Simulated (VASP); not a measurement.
## HfN: single point with PBEsol

The system is HfN.

```
Hf N
1.0
     0.00000    2.31830    2.31830
     2.25900    0.05930    2.25900
     2.25900    2.25900    0.05930
Hf N
1 1
Cartesian
  0.0000 0.0000 0.0000
  2.2590 2.3183 2.3183
```

This cell differs from its parent crystal: strain +0.0525 x Voigt [0, 0, 0, 1, 0, 0].

```json
{"Program": "VASP 6.6.1", "Task": "single point", "Functional": "PBEsol", "Potentials or basis": "VASP PAW PBE potentials, release 64 (Hf_pv, N)", "Cutoff": "520 eV", "k mesh": "18 × 18 × 18", "Occupations": "gaussian, width 0.15 eV", "Spin": "no spin polarisation"}
```

```json
{"Pressure": "-4.9 GPa", "Band gap on the k mesh": "zero (an odd number of electrons rules out a gap without spin polarisation)"}
```

Stress tensor (GPa, compression positive):
```
-5.26  0.00  0.00
 0.00 -4.78 -6.56
 0.00 -6.56 -4.78
```

Levels at points of the mesh, in eV from the Fermi level:
| k point | band 4 | band 5 | band 6 | band 7 | band 8 | band 9 | band 10 | band 11 | band 12 | band 13 |
| --- | --- | --- | --- | --- | --- | --- | --- | --- | --- | --- |
| (0.00, 0.00, 0.00) | -17.41 | -3.08 | -2.96 | -2.79 | -0.75 | -0.47 | 0.08 | 1.90 | 2.01 | 2.04 |
| (0.50, 0.00, 0.00) | -14.67 | -8.91 | -6.18 | -5.79 | 2.76 | 3.71 | 3.91 | 4.53 | 8.69 | 8.83 |
| (0.00, 0.50, 0.00) | -14.59 | -8.84 | -6.46 | -6.11 | 3.18 | 3.59 | 4.38 | 4.45 | 8.97 | 9.06 |
| (0.50, 0.50, 0.00) | -16.28 | -5.37 | -3.82 | -3.63 | -3.62 | 4.04 | 5.31 | 5.55 | 5.83 | 8.11 |
| (0.00, 0.50, 0.50) | -16.30 | -5.36 | -3.83 | -3.81 | -3.41 | 4.15 | 5.57 | 5.60 | 5.66 | 7.96 |

Run time: 5.2 min on 1 thread of Intel Xeon 8259CL, with other jobs on the host, peak memory 0.39 GiB.

Caveat: the cell differs from its parent crystal (strain +0.0525 x Voigt [0, 0, 0, 1, 0, 0]); the cell stands under tension; the PAW data sets were made with another functional, which shifts forces and pressure a little; spin-orbit coupling is left out, which moves the levels of the heavy elements.
